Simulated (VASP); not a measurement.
# GaN (Fd-3m) in VASP: a series of runs

Runs on GaN. Level: PBE. Tasks: single point, relaxation of cell and atoms.

Program: VASP 6.6.1. These are calculated values, not measurements. Logs are shortened: lines on timing, memory, paths and dates and some standing lists are left out, and cuts for length are marked.

## 1. The cell of the first run

The structure is cubic, space group Fd-3m (No. 227). Conventional cell: a = 5.757 Å, b = 5.757 Å, c = 5.757 Å, α = 90.00°, β = 90.00°, γ = 90.00°. Within 3.3 Å of Ga (site symmetry -43m) lie 10 N at 2.49 to 2.88 Å and 4 Ga at 2.49 Å. N (site symmetry -43m) has 10 Ga at 2.49 to 2.88 Å and 4 N at 2.49 Å within 3.3 Å.

The cell was built from a structure type or drawn by symmetry, and may not be a known phase.

## 2. Single point, PBE, collinear spin, ferromagnetic start

Input file INCAR:

```
SYSTEM = GaN
PREC     = Accurate       ! precision mode
ENCUT    = 520            ! plane-wave cutoff, eV
EDIFF    = 1E-6           ! SCF threshold, eV
ISMEAR   = 0              ! smearing method
SIGMA    = 0.1            ! smearing width, eV
LREAL    = .FALSE.        ! projectors in reciprocal space
LASPH    = .TRUE.         ! aspherical terms in the spheres
NELM     = 150            ! most SCF steps
ALGO     = Normal         ! electronic algorithm
ISIF     = 2              ! what is computed and relaxed
LWAVE    = .FALSE.        ! write WAVECAR
LCHARG   = .TRUE.         ! write CHGCAR
ISPIN    = 2              ! spin polarisation
MAGMOM   = 0 0 1 1        ! initial moments
LORBIT   = 11             ! projections on sites
GGA      = PE             ! functional
LELF     = .TRUE.         ! ELF
LVHAR    = .TRUE.       
NBANDS   = 30             ! bands
```

Input file KPOINTS:

```
Automatic mesh
0
G
  6 6 6
  0 0 0
```

Input file POSCAR:

```
GaN
1.0
    0.0000000000      2.8785720675      2.8785720675
    2.8785720675      0.0000000000      2.8785720675
    2.8785720675      2.8785720675      0.0000000000
Ga N
2 2
Direct
    0.0000000000      0.0000000000      0.0000000000
    0.2500000000      0.2500000000      0.2500000000
    0.7500000000      0.7500000000      0.7500000000
    0.5000000000      0.5000000000      0.5000000000
```

Potentials or basis: VASP PAW PBE potentials, release 64 (Ga_d, N).

Launch:

```console
> cat potpaw_PBE.64/Ga_d/POTCAR potpaw_PBE.64/N/POTCAR > POTCAR
> mpirun -np 1 vasp_std > vasp.out
```

OUTCAR:

```text
SYSTEM = GaN
   PREC = Accurate
   ENCUT = 520
   EDIFF = 1E-6
   ISMEAR = 0
   LREAL = .FALSE.
   LASPH = .TRUE.
   NELM = 150
   ISIF = 2
   ISPIN = 2
   LORBIT = 11
   GGA = PE

 ion  position               nearest neighbor table
   1  0.000  0.000  0.000-   2 2.49   2 2.49   2 2.49   2 2.49
   2  0.250  0.250  0.250-   1 2.49   1 2.49   1 2.49   1 2.49
   3  0.750  0.750  0.750-
   4  0.500  0.500  0.500-

  LATTYP: Found a face centered cubic cell.
 ALAT       =     5.7571441350

  Lattice vectors:

 A1 = (   0.0000000000,   2.8785720675,   2.8785720675)
 A2 = (   2.8785720675,   0.0000000000,   2.8785720675)
 A3 = (   2.8785720675,   2.8785720675,   0.0000000000)

Analysis of symmetry for initial positions (statically):
=====================================================================
 Subroutine PRICEL returns:
 Original cell was already a primitive cell.

 Routine SETGRP: Setting up the symmetry group for a
 face centered cubic supercell.

 Subroutine GETGRP returns: Found 48 space group operations
 (whereof 24 operations were pure point group operations)
 out of a pool of 48 trial point group operations.

The static configuration has the point symmetry T_d .
 The point group associated with its full space group is O_h .

Analysis of symmetry for dynamics (positions and initial velocities):
=====================================================================
 Subroutine PRICEL returns:
 Original cell was already a primitive cell.

 Routine SETGRP: Setting up the symmetry group for a
 face centered cubic supercell.

 Subroutine GETGRP returns: Found 48 space group operations
 (whereof 24 operations were pure point group operations)
 out of a pool of 48 trial point group operations.

The dynamic configuration has the point symmetry T_d .
 The point group associated with its full space group is O_h .

Analysis of structural, dynamic, and magnetic symmetry:
=====================================================================
 Subroutine PRICEL returns:
 Original cell was already a primitive cell.

 Routine SETGRP: Setting up the symmetry group for a
 face centered cubic supercell.

 Subroutine GETGRP returns: Found 48 space group operations
 (whereof 24 operations were pure point group operations)
 out of a pool of 48 trial point group operations.

The overall configuration has the point symmetry T_d .
 The point group associated with its full space group is O_h .

 Subroutine INISYM returns: Found 48 space group operations
 (whereof 24 operations are pure point group operations),
 and found     1 'primitive' translations

----------------------------------------------------------------------------------------

                                     Primitive cell

  volume of cell :      47.7047

  direct lattice vectors                    reciprocal lattice vectors
     0.000000000  2.878572067  2.878572067    -0.173697232  0.173697232  0.173697232
     2.878572067  0.000000000  2.878572067     0.173697232 -0.173697232  0.173697232
     2.878572067  2.878572067  0.000000000     0.173697232  0.173697232 -0.173697232

  length of vectors
     4.070915658  4.070915658  4.070915658     0.300852431  0.300852431  0.300852431

  position of ions in fractional coordinates (direct lattice)
     0.000000000  0.000000000  0.000000000
     0.250000000  0.250000000  0.250000000
     0.750000000  0.750000000  0.750000000
     0.500000000  0.500000000  0.500000000

  ion indices of the primitive-cell ions
   primitive index   ion index
                 1           1
                 2           2
                 3           3
                 4           4

----------------------------------------------------------------------------------------

 KPOINTS: Automatic mesh

Automatic generation of k-mesh.
 Grid dimensions read from file:
 generate k-points for:    6    6    6

 Generating k-lattice:

  Cartesian coordinates                     Fractional coordinates (reciprocal lattice)
    -0.028949539  0.028949539  0.028949539     0.166666667  0.000000000  0.000000000
     0.028949539 -0.028949539  0.028949539     0.000000000  0.166666667  0.000000000
     0.028949539  0.028949539 -0.028949539     0.000000000  0.000000000  0.166666667

  Length of vectors
     0.050142072  0.050142072  0.050142072

  Shift w.r.t. Gamma in fractional coordinates (k-lattice)
     0.000000000  0.000000000  0.000000000

 Subroutine IBZKPT returns following result:
 ===========================================

 Found     16 irreducible k-points:

 Following reciprocal coordinates:
            Coordinates               Weight
  0.000000  0.000000  0.000000      1.000000
  0.166667  0.000000  0.000000      8.000000
  0.333333  0.000000  0.000000      8.000000
  0.500000  0.000000  0.000000      4.000000
  0.166667  0.166667  0.000000      6.000000
  0.333333  0.166667  0.000000     24.000000
[... 8 lines left out ...]
 -0.333333  0.333333  0.166667     24.000000
 -0.333333  0.500000  0.166667     12.000000
   k-points           NKPTS =     16   k-points in BZ     NKDIM =     16   number of bands    NBANDS=     30
   number of dos      NEDOS =    301   number of ions     NIONS =      4
   total plane-waves  NPLWV =  27000
   dimension x,y,z NGX =    30 NGY =   30 NGZ =   30
   dimension x,y,z NGXF=    60 NGYF=   60 NGZF=   60
   ions per type =               2   2
   NGX,Y,Z   is equivalent  to a cutoff of  12.25, 12.25, 12.25 a.u.
   NGXF,Y,Z  is equivalent  to a cutoff of  24.50, 24.50, 24.50 a.u.
 SYSTEM =  GaN
   PREC   = accura    normal or accurate (medium, high low for compatibility)
   ISTART =      0    job   : 0-new  1-cont  2-samecut
   ICHARG =      2    charge: 1-file 2-atom 10-const
   ISPIN  =      2    spin polarized calculation?
   LNONCOLLINEAR =      F non collinear calculations
   LSORBIT =      F    spin-orbit coupling
   LASPH  =      T    aspherical Exc in radial PAW
   ENCUT  =  520.0 eV  38.22 Ry    6.18 a.u.   7.57  7.57  7.57*2*pi/ulx,y,z
   NELM   =    150;   NELMIN=  2; NELMDL= -5     # of ELM steps
   EDIFF  = 0.1E-05   stopping-criterion for ELM
   LREAL  =      F    real-space projection
   EDIFFG = 0.1E-04   stopping-criterion for IOM
   NSW    =      0    number of steps for IOM
   IBRION =     -1    ionic relax: 0-MD 1-quasi-New 2-CG
   NFREE  =      0    steps in history (QN), initial steepest desc. (CG)
   ISIF   =      2    stress and relaxation
   ISYM   =      2    0-nonsym 1-usesym 2-fastsym
   POTIM  = 0.5000    time-step for ionic-motion
   TEBEG  =    0.0;   TEEND  =   0.0 temperature during run
   PSTRESS=    0.0 pullay stress
   NELECT =      36.0000    total number of electrons
   NUPDOWN=      -1.0000    fix difference up-down
   EMIN   =  10.00;   EMAX   =-10.00  energy-range for DOS
   EFERMI =   0.00;   METHOD = LEGACY
   ISMEAR =     0;   SIGMA  =   0.10  broadening in eV -4-tet -1-fermi 0-gaus
   EFERMI_NEDOS =   21; number of points for ismear=-14 and -15
   IALGO  =     38    algorithm
   IMIX   =      4    mixing-type and parameters
     AMIX     =   0.40;   BMIX     =  1.00
     AMIX_MAG =   1.60;   BMIX_MAG =  1.00
  volume/ion in A,a.u.               =      11.93        80.48
  Fermi-wavevector in a.u.,A,eV,Ry     =   1.490465  2.816571 30.225166  2.221487
  Thomas-Fermi vector in A             =   2.603244
   LORBIT       =     11    0 simple, 1 ext, 2 COOP (PROOUT), +10 PAW based schemes
   GGA     = PE    functional components
   LHFCALC =     F    Hartree Fock is set to
   AEXX    =    0.0000 exact exchange contribution
   IVDW    =     0    specifies the selected vdW correction
   LEPSILON=     F    determine dielectric tensor
   LRPA    =     F    only Hartree local field effects (RPA)
 spin polarized calculation
 Gauss-broadening in eV      SIGMA  =   0.10
  energy-cutoff  :      520.00
  volume of cell :       47.70
 maximum number of plane-waves:      1303
   NGX = 15   NGY = 15   NGZ = 15

 number of electron      35.9999981 magnetization       0.2696828

 Free energy of the ion-electron system (eV)
  ---------------------------------------------------
  ext. energy  EPLUGINS =         0.00000000
  ---------------------------------------------------
  free energy    TOTEN  =       -15.15947548 eV

  energy without entropy =      -15.14559012  energy(sigma->0) =      -15.15253280

 E-fermi :   5.8861     XC(G=0): -11.9672

 val. band max:        5.8562541908   @ k =   0.1667   0.1667   0.0000
 cond. band min:       5.9210107903   @ k =   0.5000   0.3333   0.1667
 fundamental gap:      0.0647565995
 Fermi energy:         5.8861092736

 spin component 1

 k-point     1 :       0.0000    0.0000    0.0000
  band No.  band energies     occupation
      1     -10.0279      1.00000
      2      -9.2934      1.00000
      3      -9.2934      1.00000
      4      -9.2934      1.00000
      5      -9.2303      1.00000
      6      -9.2303      1.00000
[... 22 lines left out ...]
     29      26.5259      0.00000
     30      26.5263      0.00000

 k-point     2 :       0.1667    0.0000    0.0000
  band No.  band energies     occupation
      1      -9.7985      1.00000
      2      -9.3152      1.00000
      3      -9.3152      1.00000
      4      -9.2795      1.00000
      5      -9.1969      1.00000
      6      -9.1969      1.00000
[... 22 lines left out ...]
     29      25.5695      0.00000
     30      26.3895      0.00000

 k-point     3 :       0.3333    0.0000    0.0000
  band No.  band energies     occupation
      1      -9.4725      1.00000
      2      -9.3242      1.00000
      3      -9.3242      1.00000
      4      -9.1757      1.00000
      5      -9.1757      1.00000
      6      -9.0121      1.00000
[... 395 lines left out ...]
      6      -9.0652      1.00000
[... 22 lines left out ...]
     29      22.2482      0.00000
     30      24.2659      0.00000

 k-point    16 :      -0.3333    0.5000    0.1667
  band No.  band energies     occupation
      1      -9.4706      1.00000
      2      -9.4706      1.00000
      3      -9.2121      1.00000
      4      -9.2121      1.00000
      5      -9.0455      1.00000
      6      -9.0455      1.00000
[... 22 lines left out ...]
     29      22.5805      0.00000
     30      22.5805      0.00000
 Fermi energy:         5.8861092736

 spin component 2

 k-point     1 :       0.0000    0.0000    0.0000
  band No.  band energies     occupation
      1      -9.8852      1.00000
      2      -9.2934      1.00000
      3      -9.2934      1.00000
      4      -9.2934      1.00000
      5      -9.2314      1.00000
      6      -9.2314      1.00000
[... 22 lines left out ...]
     29      26.6211      0.00000
     30      26.6212      0.00000

 k-point     2 :       0.1667    0.0000    0.0000
  band No.  band energies     occupation
      1      -9.6576      1.00000
      2      -9.3153      1.00000
      3      -9.3153      1.00000
      4      -9.2734      1.00000
      5      -9.1979      1.00000
      6      -9.1979      1.00000
[... 22 lines left out ...]
     29      25.6569      0.00000
     30      26.4778      0.00000

 k-point     3 :       0.3333    0.0000    0.0000
  band No.  band energies     occupation
      1      -9.4229      1.00000
      2      -9.3244      1.00000
      3      -9.3244      1.00000
      4      -9.1764      1.00000
      5      -9.1764      1.00000
      6      -9.0006      1.00000
[... 418 lines left out ...]
     29      22.2731      0.00000
     30      24.2857      0.00000

 k-point    16 :      -0.3333    0.5000    0.1667
  band No.  band energies     occupation
      1      -9.4573      1.00000
      2      -9.4573      1.00000
      3      -9.2095      1.00000
      4      -9.2095      1.00000
      5      -9.0448      1.00000
      6      -9.0448      1.00000
[... 22 lines left out ...]
     29      22.6031      0.00000
     30      22.6031      0.00000

------------------------ aborting loop because EDIFF is reached ----------------------------------------

  FORCE on cell =-STRESS in cart. coord.  units (eV):
  Direction    XX          YY          ZZ          XY          YZ          ZX
  --------------------------------------------------------------------------------------
  -------------------------------------------------------------------------------------
  Total        0.0526579      0.0526579      0.0526579      0.0000000     -0.0000000     -0.0000000
  in kB        1.7685312      1.7685312      1.7685312      0.0000000     -0.0000000     -0.0000000
  external PRESSURE =       1.7685312 kB  Pullay stress =       0.0000000 kB

 VOLUME and BASIS-vectors are now :
 -----------------------------------------------------------------------------
  energy-cutoff  :      520.00
  volume of cell :       47.70
      direct lattice vectors                 reciprocal lattice vectors
     0.000000000  2.878572067  2.878572067    -0.173697232  0.173697232  0.173697232
     2.878572067  0.000000000  2.878572067     0.173697232 -0.173697232  0.173697232
     2.878572067  2.878572067  0.000000000     0.173697232  0.173697232 -0.173697232

 POSITION                                       TOTAL-FORCE (eV/Angst)
 -----------------------------------------------------------------------------------
      0.00000      0.00000      0.00000        -0.000000     -0.000000     -0.000000
      1.43929      1.43929      1.43929         0.000000      0.000000      0.000000
      4.31786      4.31786      4.31786        -0.000000      0.000000     -0.000000
      2.87857      2.87857      2.87857         0.000000     -0.000000     -0.000000
 -----------------------------------------------------------------------------------
    total drift:                                0.000000     -0.000000      0.000000

  FREE ENERGIE OF THE ION-ELECTRON SYSTEM (eV)
  ---------------------------------------------------
  free  energy   TOTEN  =       -15.1594754780 eV

  energy  without entropy=      -15.1455901191  energy(sigma->0) =      -15.15253280

 total charge

# of ion       s       p       d       tot
------------------------------------------
    1        0.992   0.566  10.008  11.566
    2        0.992   0.566  10.008  11.566
    3        1.370   2.012   0.000   3.382
    4        1.370   2.012   0.000   3.382
--------------------------------------------------
tot          4.725   5.158  20.016  29.898

 magnetization (x)

# of ion       s       p       d       tot
------------------------------------------
    1        0.000  -0.004   0.001  -0.003
    2        0.000  -0.004   0.001  -0.003
    3        0.002   0.101   0.000   0.104
    4        0.002   0.101   0.000   0.104
--------------------------------------------------
tot          0.005   0.194   0.001   0.201
```

It took 26 s on 1 thread of Intel Xeon 6975P-C (Granite Rapids), shared host; peak memory 0.19 GiB.

Results:

```
Free energy                                           : -15.1595 eV
Pressure                                              : 0.2 GPa
Net moment                                            : 0.27 μB per cell
Site moments                                          : Ga -0.00; N +0.10 μB
Valence electrons inside the program's atomic spheres : Ga 11.57; N 3.38
```

[end of part 1 of 2]
